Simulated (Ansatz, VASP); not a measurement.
## BN: VASP beside Ansatz

File INCAR:

```
SYSTEM = BN
ALGO     = Normal         ! electronic algorithm
EDIFF    = 1E-6           ! SCF threshold, eV
ENCUT    = 520            ! plane-wave cutoff, eV
ISIF     = 2              ! what is computed and relaxed
ISMEAR   = -1             ! smearing method
LASPH    = .TRUE.         ! aspherical terms in the spheres
LCHARG   = .FALSE.        ! write CHGCAR
LREAL    = .FALSE.        ! projectors in reciprocal space
LWAVE    = .FALSE.        ! write WAVECAR
NBANDS   = 11             ! bands
NELM     = 60             ! most SCF steps
PREC     = Accurate       ! precision mode
SIGMA    = 0.05           ! smearing width, eV
```

KPOINTS

```
k-points
0
G
  15 15 15
  0 0 0
```

Contents of POSCAR:

```
BN
1.0
    0.0000000000      1.7297045237      1.7297045237
    1.7297045237      0.0000000000      1.7297045237
    1.7297045237      1.7297045237      0.0000000000
B N
1 1
Direct
    0.0000000000      0.0000000000      0.0000000000
    0.5000000000      0.5000000000      0.5000000000
```

Input for Ansatz:

```yaml
crystal:
  lattice:
    - [0.0, 1.7297045237, 1.7297045237]
    - [1.7297045237, 0.0, 1.7297045237]
    - [1.7297045237, 1.7297045237, 0.0]
  atoms:
    - { symbol: B, position: [0.0, 0.0, 0.0] }
    - { symbol: "N", position: [0.5, 0.5, 0.5] }
kpoints:
  mp_grid: { grid: [15, 15, 15] }
  band_path:
    path:
      - [0.0, 0.0, 0.0]
      - [0.5, 0.0, 0.5]
      - [0.625, 0.25, 0.625]
      - [0.375, 0.375, 0.75]
      - [0.0, 0.0, 0.0]
      - [0.5, 0.5, 0.5]
      - [0.5, 0.25, 0.75]
      - [0.5, 0.0, 0.5]
    npoints: 8
scf:
  occupations: { method: fermi_dirac, width: 0.05 }
hamiltonian:
  xc: lda
  pseudopotentials: { kind: paw }
output:
  forces: true
  stress: true
  eigenvalues: true
  populations: true
  dos: { projected: true, de: 0.2, e_range: [-14, 8] }
```

Change from the starting cell: volume scaled by 1, PAW files.

Alike in both runs: task single point; functional LDA; k mesh 15 × 15 × 15; occupations fermi-dirac, width 0.05 eV; no spin polarisation.

|  | VASP | Ansatz |
| --- | --- | --- |
| version | VASP 6.6.1 | Ansatz 0.2.0 |
| potentials or method | VASP PAW LDA potentials, release 64 (B, N) | PAW with Ansatz's default frozen-core files, scalar-relativistic |
| plane-wave cutoff (eV) | 520 | 420 |
| valence electrons in the cell | 8 | 8 |

VASP gave:

| Property | Result |
| --- | --- |
| pressure (GPa) | 0.8 |

Question: What did Ansatz give for the same quantities?

Answer: Pressure (GPa): 0.0.

LDA's correlation is that of Perdew and Zunger in VASP and of Perdew and Wang (1992) in Ansatz.
